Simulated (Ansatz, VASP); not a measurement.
W: VASP beside Ansatz

```xyz
2
Lattice="2.7768 0.0000 0.0000 -1.3884 2.4048 0.0000 0.0000 0.0000 4.9469" Properties=species:S:1:pos:R:3 pbc="T T T"
W     0.0000    1.6032    1.2367
W     1.3884    0.8016    3.7102
```

Alike in both runs: task relaxation of cell and atoms; functional PBE; k mesh 17 × 17 × 9; occupations fermi-dirac, width 0.05 eV; no spin polarisation.

|  | VASP | Ansatz |
| --- | --- | --- |
| version | VASP 6.6.1 | Ansatz 0.2.0 |
| potentials or method | VASP PAW PBE potentials, release 64 (W_sv), cutoff 600 eV | all-electron LAPW, scalar-relativistic |

Ansatz gave:

| Property | Result |
| --- | --- |
| relaxed volume (Å³/atom) | 16.52 |
| relaxed length of the cell vector where the two differ most in proportion (Å) | 2.777 |

What did VASP give for the same quantities?

Relaxed volume (Å³/atom): 16.55; relaxed length of the cell vector where the two differ most in proportion (Å): 2.779.

Ansatz ran all-electron here, and VASP with PAW potentials.

Spin-orbit coupling is off throughout.
